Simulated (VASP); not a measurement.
Input of a VASP 6.6.1 run:

File INCAR:

```
SYSTEM = BiTe
PREC     = Accurate       ! precision mode
ENCUT    = 520            ! plane-wave cutoff, eV
EDIFF    = 1E-6           ! SCF threshold, eV
ISMEAR   = -1             ! smearing method
SIGMA    = 0.15           ! smearing width, eV
LREAL    = .False.        ! projectors in reciprocal space
LASPH    = .True.         ! aspherical terms in the spheres
NELM     = 80             ! most SCF steps
ALGO     = Normal         ! electronic algorithm
ISIF     = 2              ! what is computed and relaxed
LWAVE    = .False.        ! write WAVECAR
LCHARG   = .False.        ! write CHGCAR
GGA      = PS             ! functional
NBANDS   = 18             ! bands
```

Contents of KPOINTS:

```
Automatic mesh
0
Gamma
  12 12 12
  0 0 0
```

The input POSCAR:

```
BiTe
1.0
    0.0000000000      3.1790967336      3.1790967336
    3.1790967336      0.0000000000      3.1790967336
    3.1790967336      3.1790967336      0.0000000000
Bi Te
1 1
Direct
    0.0000000000      0.0000000000      0.0000000000
    0.5000000000      0.5000000000      0.5000000000
```

Potentials or basis: VASP PAW PBE potentials, release 64 (Bi_d, Te).

Command:

```bash
$ cat potpaw_PBE.64/Bi_d/POTCAR potpaw_PBE.64/Te/POTCAR > POTCAR
$ mpirun -np 1 vasp_std > vasp.out
```

Predict the band gap on the k mesh.

zero (an odd number of electrons rules out a gap without spin polarisation).

Estimate the pressure.

1.1 GPa.

Caveat: the PAW data sets were made with another functional, which shifts forces and pressure a little; spin-orbit coupling is left out, which moves the levels of the heavy elements.
